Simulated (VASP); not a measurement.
Cd3AsN, 5 atoms in the cell. It takes space group Pm-3m (No. 221, cubic). The conventional cell has a = 4.723 Å, b = 4.723 Å, c = 4.723 Å, α = 90.00°, β = 90.00°, γ = 90.00°. Within 4.4 Å of As (site symmetry m-3m) lie 12 Cd at 3.34 Å and 8 N at 4.09 Å. Within 3.1 Å of N (site symmetry m-3m) lie 6 Cd at 2.36 Å. Within 3.1 Å of Cd (site symmetry 4/mmm) lie 2 N at 2.36 Å. 

```yaml
Program: VASP 6.6.1
Task: single point
Functional: PBEsol
Potentials_or_basis: VASP PAW PBE potentials, release 64 (As, N, Cd)
Cutoff: 600 eV
k_mesh: 4 × 4 × 4
Occupations: gaussian, width 0.05 eV
Spin: no spin polarisation
Dipole_correction: no
Further_INCAR_settings: ALGO = Normal; EDIFF = 1e-06; NBANDS = 31
```

Potentials or basis: VASP PAW PBE potentials, release 64 (As, N, Cd).

Command:

```console
$ cat potpaw_PBE.64/As/POTCAR potpaw_PBE.64/N/POTCAR potpaw_PBE.64/Cd/POTCAR > POTCAR
$ mpirun -np 1 vasp_std > vasp.out
```

Hardware: 1 thread of Intel(R) Xeon(R) Platinum 8375C CPU @ 2.90GHz (Ice Lake) (shared host).

Q: How long does it take, and how much memory?

A: Run time: 25 s on 1 thread of Intel(R) Xeon(R) Platinum 8375C CPU @ 2.90GHz (Ice Lake), with other jobs on the host, peak memory 0.26 GiB. Counts: scf iterations 13, k points 10.
